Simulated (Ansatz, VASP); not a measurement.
# Co: VASP beside Ansatz

```
Co
1.0
     0.00000    1.77688    1.77688
     1.77688    0.00000    1.77688
     1.77688    1.77688    0.00000
Co
1
Direct
  0.00000 0.00000 0.00000
```

Alike in both runs: functional RPBE; k mesh 15 × 15 × 15; occupations fermi-dirac, width 0.05 eV; collinear spin.

Ansatz relaxed the structure, and its values are those at the end. VASP's run is a single point on that final structure, the one shown.

|  | VASP | Ansatz |
| --- | --- | --- |
| version | VASP 6.6.1 | Ansatz 0.2.0 |
| potentials or method | VASP PAW PBE potentials, release 64 (Co), cutoff 520 eV | plane waves (420 eV) with PAW, scalar-relativistic |
| valence electrons in the cell | 9 | 17 |

VASP gave:

* pressure (GPa): -0.4
* net moment per atom (μB): 1.67
* size of the moment on the site where the two differ most (μB): 1.70

Q: Estimate Ansatz's values.

A: Pressure (GPa): 0.0; net moment per atom (μB): 1.68; size of the moment on the site where the two differ most (μB): 1.76.

VASP's potentials were made for PBE, not for RPBE. Site moments also hang on the region over which each program counts them. With one functional, cell and mesh, what is left measures potentials, basis and numerics. VASP's potentials hold 9 valence electrons a cell and Ansatz's 17, so a difference there can come from the potentials and not from the codes.
